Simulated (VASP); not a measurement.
# FeNi (Tetrataenite) (P4/mmm) in VASP: further runs

FeNi (Tetrataenite) is run at these levels: LDA; tasks: single point.

Program: VASP 6.6.1. These are calculated values, not measurements. Logs are shortened: lines on timing, memory, paths and dates and some standing lists are left out, and cuts for length are marked.

## 1. The cell of the first run

It takes space group P4/mmm (No. 123, tetragonal). The conventional cell has a = 2.533 Å, b = 2.533 Å, c = 3.582 Å, α = 90.00°, β = 90.00°, γ = 90.00°. Fe (site symmetry 4/mmm) has 8 Ni at 2.53 Å and 4 Fe at 2.53 Å within 3.3 Å. Within 3.3 Å of Ni (site symmetry 4/mmm) lie 8 Fe at 2.53 Å and 4 Ni at 2.53 Å.

## 2. Single point, LDA, collinear spin, ferromagnetic start

File INCAR:

```
PREC = Accurate
ENCUT = 520
EDIFF = 1E-7
ISMEAR = 1
SIGMA = 0.5
LREAL = F
LASPH = T
NELM = 150
ALGO = Normal
ISIF = 2
LWAVE = F
LCHARG = F
ISPIN = 2
MAGMOM = 4.5 2
LORBIT = 11
LMAXMIX = 4
NBANDS = 20
```

File KPOINTS:

```
regular mesh
0
Gamma
  13 13 9
```

File POSCAR:

```
FeNi
1.0
    2.5330000000      0.0000000000      0.0000000000
    0.0000000000      2.5330000000      0.0000000000
    0.0000000000      0.0000000000      3.5820000000
Fe Ni
1 1
Direct
    0.0000000000      0.0000000000      0.0000000000
    0.5000000000      0.5000000000      0.5000000000
```

Potentials or basis: VASP PAW LDA potentials, release 64 (Fe, Ni).

Command:

```
$ cat potpaw_LDA.64/Fe/POTCAR potpaw_LDA.64/Ni/POTCAR > POTCAR
$ mpirun -np 1 vasp_std > vasp.out
```

OUTCAR:

```text
PREC = Accurate
   ENCUT = 520
   EDIFF = 1E-7
   ISMEAR = 1
   LREAL = F
   LASPH = T
   NELM = 150
   ISIF = 2
   ISPIN = 2
   LORBIT = 11

 ion  position               nearest neighbor table
   1  0.000  0.000  0.000-   2 2.53   2 2.53   2 2.53   2 2.53   2 2.53   2 2.53   2 2.53   2 2.53

   2  0.500  0.500  0.500-   1 2.53   1 2.53   1 2.53   1 2.53   1 2.53   1 2.53   1 2.53   1 2.53

  LATTYP: Found a simple tetragonal cell.
 ALAT       =     2.5330000000
 C/A-ratio  =     1.4141334386

  Lattice vectors:

 A1 = (   2.5330000000,   0.0000000000,   0.0000000000)
 A2 = (   0.0000000000,   2.5330000000,   0.0000000000)
 A3 = (   0.0000000000,   0.0000000000,   3.5820000000)

Analysis of symmetry for initial positions (statically):
=====================================================================
 Subroutine PRICEL returns:
 Original cell was already a primitive cell.

 Routine SETGRP: Setting up the symmetry group for a
 simple tetragonal supercell.

 Subroutine GETGRP returns: Found 16 space group operations
 (whereof 16 operations were pure point group operations)
 out of a pool of 16 trial point group operations.

The static configuration has the point symmetry D_4h.

Analysis of symmetry for dynamics (positions and initial velocities):
=====================================================================
 Subroutine PRICEL returns:
 Original cell was already a primitive cell.

 Routine SETGRP: Setting up the symmetry group for a
 simple tetragonal supercell.

 Subroutine GETGRP returns: Found 16 space group operations
 (whereof 16 operations were pure point group operations)
 out of a pool of 16 trial point group operations.

The dynamic configuration has the point symmetry D_4h.

Analysis of structural, dynamic, and magnetic symmetry:
=====================================================================
 Subroutine PRICEL returns:
 Original cell was already a primitive cell.

 Routine SETGRP: Setting up the symmetry group for a
 simple tetragonal supercell.

 Subroutine GETGRP returns: Found 16 space group operations
 (whereof 16 operations were pure point group operations)
 out of a pool of 16 trial point group operations.

The overall configuration has the point symmetry D_4h.

 Subroutine INISYM returns: Found 16 space group operations
 (whereof 16 operations are pure point group operations),
 and found     1 'primitive' translations

----------------------------------------------------------------------------------------

                                     Primitive cell

  volume of cell :      22.9824

  direct lattice vectors                    reciprocal lattice vectors
     2.533000000  0.000000000  0.000000000     0.394788788  0.000000000  0.000000000
     0.000000000  2.533000000  0.000000000     0.000000000  0.394788788  0.000000000
     0.000000000  0.000000000  3.582000000     0.000000000  0.000000000  0.279173646

  length of vectors
     2.533000000  2.533000000  3.582000000     0.394788788  0.394788788  0.279173646

  position of ions in fractional coordinates (direct lattice)
     0.000000000  0.000000000  0.000000000
     0.500000000  0.500000000  0.500000000

  ion indices of the primitive-cell ions
   primitive index   ion index
                 1           1
                 2           2

----------------------------------------------------------------------------------------

 KPOINTS: regular mesh

Automatic generation of k-mesh.
 Grid dimensions read from file:
 generate k-points for:   13   13    9

 Generating k-lattice:

  Cartesian coordinates                     Fractional coordinates (reciprocal lattice)
     0.030368368  0.000000000  0.000000000     0.076923077  0.000000000  0.000000000
     0.000000000  0.030368368  0.000000000     0.000000000  0.076923077  0.000000000
     0.000000000  0.000000000  0.031019294     0.000000000  0.000000000  0.111111111

  Length of vectors
     0.030368368  0.030368368  0.031019294

  Shift w.r.t. Gamma in fractional coordinates (k-lattice)
     0.000000000  0.000000000  0.000000000

 Subroutine IBZKPT returns following result:
 ===========================================

 Found    140 irreducible k-points:

 Following reciprocal coordinates:
            Coordinates               Weight
  0.000000  0.000000  0.000000      1.000000
  0.076923  0.000000  0.000000      4.000000
  0.153846  0.000000  0.000000      4.000000
  0.230769  0.000000  0.000000      4.000000
  0.307692  0.000000  0.000000      4.000000
  0.384615  0.000000  0.000000      4.000000
[... 16 lines left out ...]
  0.307692  0.307692  0.000000      4.000000
  0.384615  0.307692  0.000000      8.000000
 [... further k-points ...]
   k-points           NKPTS =    140   k-points in BZ     NKDIM =    140   number of bands    NBANDS=     20
   number of dos      NEDOS =    301   number of ions     NIONS =      2
   total plane-waves  NPLWV =  11200
   dimension x,y,z NGX =    20 NGY =   20 NGZ =   28
   dimension x,y,z NGXF=    40 NGYF=   40 NGZF=   56
   ions per type =               1   1
   NGX,Y,Z   is equivalent  to a cutoff of  13.13, 13.13, 13.00 a.u.
   NGXF,Y,Z  is equivalent  to a cutoff of  26.25, 26.25, 25.99 a.u.
 SYSTEM =  unknown system
   PREC   = accura    normal or accurate (medium, high low for compatibility)
   ISTART =      0    job   : 0-new  1-cont  2-samecut
   ICHARG =      2    charge: 1-file 2-atom 10-const
   ISPIN  =      2    spin polarized calculation?
   LNONCOLLINEAR =      F non collinear calculations
   LSORBIT =      F    spin-orbit coupling
   LASPH  =      T    aspherical Exc in radial PAW
   ENCUT  =  520.0 eV  38.22 Ry    6.18 a.u.   4.71  4.71  6.66*2*pi/ulx,y,z
   NELM   =    150;   NELMIN=  2; NELMDL= -5     # of ELM steps
   EDIFF  = 0.1E-06   stopping-criterion for ELM
   LREAL  =      F    real-space projection
   EDIFFG = 0.1E-05   stopping-criterion for IOM
   NSW    =      0    number of steps for IOM
   IBRION =     -1    ionic relax: 0-MD 1-quasi-New 2-CG
   NFREE  =      0    steps in history (QN), initial steepest desc. (CG)
   ISIF   =      2    stress and relaxation
   ISYM   =      2    0-nonsym 1-usesym 2-fastsym
   POTIM  = 0.5000    time-step for ionic-motion
   TEBEG  =    0.0;   TEEND  =   0.0 temperature during run
   PSTRESS=    0.0 pullay stress
   NELECT =      18.0000    total number of electrons
   NUPDOWN=      -1.0000    fix difference up-down
   EMIN   =  10.00;   EMAX   =-10.00  energy-range for DOS
   EFERMI =   0.00;   METHOD = LEGACY
   ISMEAR =     1;   SIGMA  =   0.50  broadening in eV -4-tet -1-fermi 0-gaus
   EFERMI_NEDOS =   21; number of points for ismear=-14 and -15
   IALGO  =     38    algorithm
   IMIX   =      4    mixing-type and parameters
     AMIX     =   0.40;   BMIX     =  1.00
     AMIX_MAG =   1.60;   BMIX_MAG =  1.00
  volume/ion in A,a.u.               =      11.49        77.55
  Fermi-wavevector in a.u.,A,eV,Ry     =   1.509039  2.851669 30.983152  2.277197
  Thomas-Fermi vector in A             =   2.619414
   LORBIT       =     11    0 simple, 1 ext, 2 COOP (PROOUT), +10 PAW based schemes
   GGA     = CA    functional components
   LHFCALC =     F    Hartree Fock is set to
   AEXX    =    0.0000 exact exchange contribution
   IVDW    =     0    specifies the selected vdW correction
   LEPSILON=     F    determine dielectric tensor
   LRPA    =     F    only Hartree local field effects (RPA)
 spin polarized calculation
 Methfessel and Paxton  Order N= 1 SIGMA  =   0.50
  energy-cutoff  :      520.00
  volume of cell :       22.98
 maximum number of plane-waves:       634
 NGX is ok and might be reduce to    20
   NGX =  9   NGY =  9   NGZ = 13

 number of electron      17.9999995 magnetization       3.2423781

 Free energy of the ion-electron system (eV)
  ---------------------------------------------------
  ext. energy  EPLUGINS =         0.00000000
  ---------------------------------------------------
  free energy    TOTEN  =       -15.67537441 eV

  energy without entropy =      -15.74761883  energy(sigma->0) =      -15.69945588

 E-fermi :   7.0434     XC(G=0): -13.3165

 val. band max:        7.0357539057   @ k =   0.3846   0.0769   0.4444
 cond. band min:       7.0438064437   @ k =   0.2308   0.2308   0.0000
 fundamental gap:      0.0080525380
 Fermi energy:         7.0433771219

 spin component 1

 k-point     1 :       0.0000    0.0000    0.0000
  band No.  band energies     occupation
      1      -1.6422      1.00000
      2       2.1954      1.00000
      3       2.8119      1.00000
      4       4.6269      1.00000
      5       4.6269      1.00000
      6       4.6560      1.00000
[... 12 lines left out ...]
     19      33.5501      0.00000
     20      33.5860      0.00000
[... 507 lines left out ...]
 k-point    24 :       0.3846    0.3077    0.0000
  band No.  band energies     occupation
      1       2.2185      1.00000
      2       2.8406      1.00000
      3       3.1714      1.00000
      4       3.2575      1.00000
      5       5.0145      1.00000
      6       5.6780      1.00039
[... 12 lines left out ...]
     19      27.2385      0.00000
     20      30.6793      0.00000

 [... further k-points ...]

 spin component 2

 k-point     1 :       0.0000    0.0000    0.0000
  band No.  band energies     occupation
      1      -1.4055      1.00000
      2       3.2216      1.00000
      3       3.8807      1.00000
      4       5.7511      1.00079
      5       5.7511      1.00079
      6       6.1650      1.01614
[... 12 lines left out ...]
     19      33.8823      0.00000
     20      33.8877      0.00000
[... 507 lines left out ...]
 k-point    24 :       0.3846    0.3077    0.0000
  band No.  band energies     occupation
      1       2.9428      1.00000
      2       3.8189      1.00000
      3       4.2623      1.00000
      4       4.3409      1.00000
      5       5.8735      1.00230
      6       6.5722      1.01805
[... 12 lines left out ...]
     19      27.8191      0.00000
     20      31.1166      0.00000

 [... further k-points ...]
[... 5 lines left out ...]
  --------------------------------------------------------------------------------------
  -------------------------------------------------------------------------------------
  Total       -2.8738996     -2.8738996     -2.7387718      0.0000000      0.0000000      0.0000000
  in kB     -200.3485555   -200.3485555   -190.9283686      0.0000000      0.0000000      0.0000000
  external PRESSURE =    -197.2084932 kB  Pullay stress =       0.0000000 kB

 VOLUME and BASIS-vectors are now :
 -----------------------------------------------------------------------------
  energy-cutoff  :      520.00
  volume of cell :       22.98
      direct lattice vectors                 reciprocal lattice vectors
     2.533000000  0.000000000  0.000000000     0.394788788  0.000000000  0.000000000
     0.000000000  2.533000000  0.000000000     0.000000000  0.394788788  0.000000000
     0.000000000  0.000000000  3.582000000     0.000000000  0.000000000  0.279173646

 POSITION                                       TOTAL-FORCE (eV/Angst)
 -----------------------------------------------------------------------------------
      0.00000      0.00000      0.00000         0.000000      0.000000      0.000000
      1.26650      1.26650      1.79100         0.000000      0.000000      0.000000
 -----------------------------------------------------------------------------------
    total drift:                               -0.000000      0.000000      0.000000

  FREE ENERGIE OF THE ION-ELECTRON SYSTEM (eV)
  ---------------------------------------------------
  free  energy   TOTEN  =       -15.6753744133 eV

  energy  without entropy=      -15.7476188285  energy(sigma->0) =      -15.69945588

 total charge

# of ion       s       p       d       tot
------------------------------------------
    1        0.466   0.480   6.197   7.143
    2        0.508   0.508   8.318   9.333
--------------------------------------------------
tot          0.974   0.987  14.515  16.477

 magnetization (x)

# of ion       s       p       d       tot
------------------------------------------
    1       -0.002  -0.013   2.588   2.573
    2       -0.023  -0.048   0.721   0.650
--------------------------------------------------
tot         -0.025  -0.061   3.309   3.223
```

It took 51 s on 1 thread of Intel Xeon 6975P-C (Granite Rapids), shared host; peak memory 0.21 GiB.

Results:

```yaml
Free_energy: -15.6754 eV
Pressure: -19.7 GPa
Net_moment: 3.24 μB per cell
Site_moments: Fe +2.57; Ni +0.65 μB
Valence_electrons_inside_the_program's_atomic_spheres: Fe 7.14; Ni 9.33
```

Levels at points of the mesh, in eV from the Fermi level:
Spin up:
```tsv
k point	band 7	band 8	band 9	band 10	band 11	band 12	band 13	band 14	band 15	band 16
(0.00, 0.00, 0.00)	-1.40	-1.29	-0.54	-0.34	-0.34	2.39	9.18	14.28	14.28	19.24
```
Spin down:
| k point | band 4 | band 5 | band 6 | band 7 | band 8 | band 9 | band 10 | band 11 | band 12 | band 13 |
| --- | --- | --- | --- | --- | --- | --- | --- | --- | --- | --- |
| (0.00, 0.00, 0.00) | -1.29 | -1.29 | -0.88 | -0.39 | 0.27 | 1.59 | 1.59 | 1.82 | 2.66 | 10.14 |

## 3. Single point, LDA, collinear spin, ferromagnetic start

File INCAR:

```
SYSTEM = FeNi
PREC = Accurate
ENCUT = 520
EDIFF = 1E-6
ISMEAR = 1
SIGMA = 0.3
LREAL = .False.
LASPH = .True.
NELM = 150
ALGO = Normal
ISIF = 2
LWAVE = .False.
LCHARG = .False.
ISPIN = 2
MAGMOM = 4.5 2
LORBIT = 11
LMAXMIX = 4
NBANDS = 20
```

File KPOINTS:

```
regular mesh
0
Gamma
  13 13 9
  0 0 0
```

POSCAR is that of step 2.

Potentials or basis: VASP PAW LDA potentials, release 64 (Fe, Ni).

Command:

```
$ cat potpaw_LDA.64/Fe/POTCAR potpaw_LDA.64/Ni/POTCAR > POTCAR
$ mpirun -np 1 vasp_std > vasp.out
```

Wall time 47 s (1 thread of Intel Xeon 6975P-C (Granite Rapids), shared host); peak memory 0.2 GiB.

It converged, with:

```
Free energy                                           : -15.6973 eV
Pressure                                              : -19.7 GPa
Net moment                                            : 3.21 μB per cell
Site moments                                          : Fe +2.56; Ni +0.63 μB
Valence electrons inside the program's atomic spheres : Fe 7.14; Ni 9.33
```

Stress tensor (GPa, compression positive):
```
-20.06   0.00   0.00
  0.00 -20.06   0.00
  0.00   0.00 -18.85
```

Levels at points of the mesh, in eV from the Fermi level:
Spin up:
```
           k point  band 7  band 8  band 9  band 10  band 11  band 12  band 13  band 14  band 15  band 16
(0.00, 0.00, 0.00)   -1.40   -1.29   -0.53    -0.34    -0.34     2.39     9.18    14.28    14.28    19.24
```
Spin down:
| k point | band 5 | band 6 | band 7 | band 8 | band 9 | band 10 | band 11 | band 12 |
| --- | --- | --- | --- | --- | --- | --- | --- | --- |
| (0.00, 0.00, 0.00) | -1.31 | -0.88 | -0.42 | 0.26 | 1.59 | 1.59 | 1.82 | 2.65 |

## 4. Single point, LDA, collinear spin, ferromagnetic start

File INCAR:

```
SYSTEM = FeNi
ALGO     = Normal         ! electronic algorithm
EDIFF    = 1E-6           ! SCF threshold, eV
ENCUT    = 520            ! plane-wave cutoff, eV
ISIF     = 2              ! what is computed and relaxed
ISMEAR   = 1              ! smearing method
ISPIN    = 2              ! spin polarisation
LASPH    = .TRUE.         ! aspherical terms in the spheres
LCHARG   = .FALSE.        ! write CHGCAR
LMAXMIX  = 4              ! l up to which the mixer works
LORBIT   = 11             ! projections on sites
LREAL    = .FALSE.        ! projectors in reciprocal space
LWAVE    = .FALSE.        ! write WAVECAR
MAGMOM   = 4.5 2          ! initial moments
NBANDS   = 20             ! bands
NELM     = 150            ! most SCF steps
PREC     = Accurate       ! precision mode
SIGMA    = 0.2            ! smearing width, eV
```

File KPOINTS:

```
k-points
0
G
  13 13 9
  0 0 0
```

POSCAR is that of step 3.

Command:

```
$ cat potpaw_LDA.64/Fe/POTCAR potpaw_LDA.64/Ni/POTCAR > POTCAR
$ mpirun -np 1 vasp_std > vasp.out
```

Wall time 47 s (1 thread of Intel Xeon 6975P-C (Granite Rapids), shared host); peak memory 0.21 GiB.

The run converged. Its results:

```
Free energy                                           : -15.7017 eV
Pressure                                              : -19.8 GPa
Net moment                                            : 3.18 μB per cell
Site moments                                          : Fe +2.54; Ni +0.62 μB
Valence electrons inside the program's atomic spheres : Fe 7.14; Ni 9.33
```

Stress tensor (GPa, compression positive):
```
-20.27   0.00   0.00
  0.00 -20.27   0.00
  0.00   0.00 -18.94
```

Levels at points of the mesh, in eV from the Fermi level:
Spin up:
| k point | band 7 | band 8 | band 9 | band 10 | band 11 | band 12 | band 13 | band 14 | band 15 | band 16 |
| --- | --- | --- | --- | --- | --- | --- | --- | --- | --- | --- |
| (0.00, 0.00, 0.00) | -1.39 | -1.28 | -0.52 | -0.32 | -0.32 | 2.39 | 9.19 | 14.29 | 14.29 | 19.24 |
Spin down:
| k point | band 5 | band 6 | band 7 | band 8 | band 9 | band 10 | band 11 | band 12 |
| --- | --- | --- | --- | --- | --- | --- | --- | --- |
| (0.00, 0.00, 0.00) | -1.32 | -0.88 | -0.43 | 0.25 | 1.58 | 1.58 | 1.82 | 2.65 |

## 5. Single point, LDA, collinear spin, ferromagnetic start

File INCAR:

```
SYSTEM = FeNi
ALGO     = Normal         ! electronic algorithm
EDIFF    = 1E-7           ! SCF threshold, eV
ENCUT    = 520            ! plane-wave cutoff, eV
GGA      = CA             ! functional
ISIF     = 2              ! what is computed and relaxed
ISMEAR   = 1              ! smearing method
ISPIN    = 2              ! spin polarisation
LASPH    = .True.         ! aspherical terms in the spheres
LCHARG   = .True.         ! write CHGCAR
LELF     = .True.         ! ELF
LMAXMIX  = 4              ! l up to which the mixer works
LORBIT   = 11             ! projections on sites
LREAL    = .False.        ! projectors in reciprocal space
LVHAR    = .True.       
LWAVE    = .False.        ! write WAVECAR
MAGMOM   = 4.5 2          ! initial moments
NBANDS   = 20             ! bands
NELM     = 150            ! most SCF steps
PREC     = Accurate       ! precision mode
SIGMA    = 0.1            ! smearing width, eV
```

File KPOINTS:

```
k-points
0
Gamma
  13 13 9
  0 0 0
```

POSCAR is that of step 4.

Command:

```
$ cat potpaw_LDA.64/Fe/POTCAR potpaw_LDA.64/Ni/POTCAR > POTCAR
$ mpirun -np 1 vasp_std > vasp.out
```

It took 51 s on 1 thread of Intel Xeon 6975P-C (Granite Rapids), shared host; peak memory 0.21 GiB.

The run converged. Its results:

```yaml
Free_energy: -15.7028 eV
Pressure: -20.0 GPa
Net_moment: 3.15 μB per cell
Site_moments: Fe +2.52; Ni +0.61 μB
Valence_electrons_inside_the_program's_atomic_spheres: Fe 7.15; Ni 9.33
```

Stress tensor (GPa, compression positive):
```
-20.55   0.00   0.00
  0.00 -20.55   0.00
  0.00   0.00 -19.03
```

Levels at points of the mesh, in eV from the Fermi level:
Spin up:
```csv
k point,band 9,band 10,band 11,band 12,band 13,band 14
"(0.00, 0.00, 0.00)",-0.51,-0.31,-0.31,2.41,9.20,14.30
```
Spin down:
```tsv
k point	band 5	band 6	band 7	band 8	band 9	band 10	band 11	band 12
(0.00, 0.00, 0.00)	-1.32	-0.88	-0.43	0.26	1.59	1.59	1.83	2.66
```

## 6. Summary

```tsv
smearing	gap on the mesh (eV)	pressure (GPa)	moment (μB)
methfessel-paxton 0.5 eV	none	-19.7	3.24
methfessel-paxton 0.3 eV	none	-19.7	3.21
methfessel-paxton 0.2 eV	none	-19.8	3.18
methfessel-paxton 0.1 eV	none	-20.0	3.15
```

Alike in all rows: task single point; level LDA; potentials or basis VASP PAW LDA potentials, release 64 (Fe, Ni); spin collinear, ferromagnetic start; cell as given; k mesh 13 × 13 × 9; cutoff (eV) 520.

Every run on the cell as given and a fine mesh finds a metal.

Absolute energies hang on the potentials; compare differences alone.
